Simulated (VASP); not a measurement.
Here is a VASP 6.6.1 calculation.

The input POSCAR:

```
Ag
1.0
    2.8861989086      0.0000000000      0.0000000000
   -1.4430994543      2.4995215753      0.0000000000
    0.0000000000      0.0000000000     10.0000000000
Ag
4
Direct
    0.3333333333      0.6666666667      0.2500000000
    0.6666666667      0.3333333333      0.7500000000
    0.0000000000      0.0000000000      0.0000000000
    0.0000000000      0.0000000000      0.5000000000
```

File INCAR.step1:

```
PREC = Accurate
ENCUT = 600
ISMEAR = -1
SIGMA = 0.1
LREAL = F
LASPH = T
NELM = 80
GGA = PE
ALGO = Normal
EDIFF = 1E-4
LWAVE = T
LCHARG = F
```

The input INCAR.step2:

```
PREC = Accurate
ENCUT = 600
EDIFF = 1E-6
ISMEAR = -1
SIGMA = 0.1
LREAL = F
LASPH = T
NELM = 80
ALGO = Normal
ISIF = 3
LWAVE = F
LCHARG = F
METAGGA = R2SCAN
LMIXTAU = T
IBRION = 2
NSW = 80
EDIFFG = -0.01
ISTART = 1
```

KPOINTS

```
Automatic mesh
0
Gamma
  13 13 3
```

Potentials or basis: VASP PAW PBE potentials, release 64 (Ag).

Run with:

```sh
$ cat potpaw_PBE.64/Ag/POTCAR > POTCAR
$ cp INCAR.step1 INCAR
$ mpirun -np 1 vasp_std > vasp.out
$ cp INCAR.step2 INCAR
$ mpirun -np 1 vasp_std > vasp.out
```

(1) Predict the band gap on the k mesh.

(2) Predict the space group after relaxing (to 0.1 Å).

(3) What does it give for the relaxed volume?

Results:

(1) zero (bands 22 and 23 overlap by 6.99 eV).

(2) P6_3/mmc (No. 194).

(3) 17.31 Å³/atom.

Caveat: the PAW data sets were made with another functional, which shifts forces and pressure a little.
